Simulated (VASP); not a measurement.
Here is a VASP 6.6.1 calculation.

Contents of INCAR:

```
SYSTEM = Cd2Au
  PREC = Accurate
  ENCUT = 600
  EDIFF = 1E-6
  ISMEAR = 0
  SIGMA = 0.1
  LREAL = .FALSE.
  LASPH = .TRUE.
  NELM = 80
  ALGO = Fast
  ISIF = 3
  LWAVE = .FALSE.
  LCHARG = .FALSE.
  GGA = PE
  IBRION = 2
  NSW = 90
  EDIFFG = -0.04
```

File KPOINTS:

```
regular mesh
0
G
  4 4 4
  0 0 0
```

POSCAR

```
Cd2Au
1.0
    6.0211384273      0.0000000000      0.0000000000
    0.0000000000      6.0211384273      0.0000000000
    0.0000000000      0.0000000000      3.8782212900
Cd Au
4 2
Direct
    0.3060000000      0.3060000000      0.0000000000
    0.1940000000      0.8060000000      0.5000000000
    0.6940000000      0.6940000000      0.0000000000
    0.8060000000      0.1940000000      0.5000000000
    0.0000000000      0.0000000000      0.0000000000
    0.5000000000      0.5000000000      0.5000000000
```

Potentials or basis: VASP PAW PBE potentials, release 64 (Cd, Au).

The run is started by

```console
$ cat potpaw_PBE.64/Cd/POTCAR potpaw_PBE.64/Au/POTCAR > POTCAR
$ mpirun -np 1 vasp_std > vasp.out
```

(1) What does it give for the band gap on the k mesh?

(2) What does it give for the relaxed cell?

(3) Estimate the relaxed volume.

Answers

(1) zero (bands 35 and 36 overlap by 3.41 eV).

(2) a = 5.944 Å, b = 5.944 Å, c = 4.780 Å, α = 90.00°, β = 90.00°, γ = 90.00°.

(3) 28.14 Å³/atom.

Caveat: the k points lie up to 0.33 Å⁻¹ apart in the final cell, too coarse for converged energies and pressures of a metal; the volume moved by over 15 % at a fixed basis, so the end points are rough; spin-orbit coupling is left out, which moves the levels of the heavy elements.
